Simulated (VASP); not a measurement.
Rh, 2 atoms in the cell. The typed cell holds 2 atoms: a = 4.195 Å, b = 4.195 Å, c = 2.655 Å, α = 90.00°, β = 90.00°, γ = 143.44°. 

```yaml
Program: VASP 6.6.1
Task: single point
Functional: RPBE
Potentials_or_basis: VASP PAW PBE potentials, release 64 (Rh_pv)
Cutoff: 520 eV
k_mesh: 14 × 14 × 13
Occupations: fermi-dirac, width 0.1 eV
Spin: no spin polarisation
Dipole_correction: no
Further_INCAR_settings: ALGO = Normal; EDIFF = 1e-07; NBANDS = 22
```

Potentials or basis: VASP PAW PBE potentials, release 64 (Rh_pv).

The run is started by

```console
$ cat potpaw_PBE.64/Rh_pv/POTCAR > POTCAR
$ mpirun -np 1 vasp_std > vasp.out
```

Hardware: 1 thread of Intel(R) Xeon(R) Platinum 8259CL CPU @ 2.50GHz (Skylake/Cascade Lake), on a shared host.

How long does it take, and how much memory?

It took 6.2 min on 1 thread of Intel(R) Xeon(R) Platinum 8259CL CPU @ 2.50GHz (Skylake/Cascade Lake) (shared host), peak memory 0.42 GiB. Counts: scf iterations 14, k points 687.
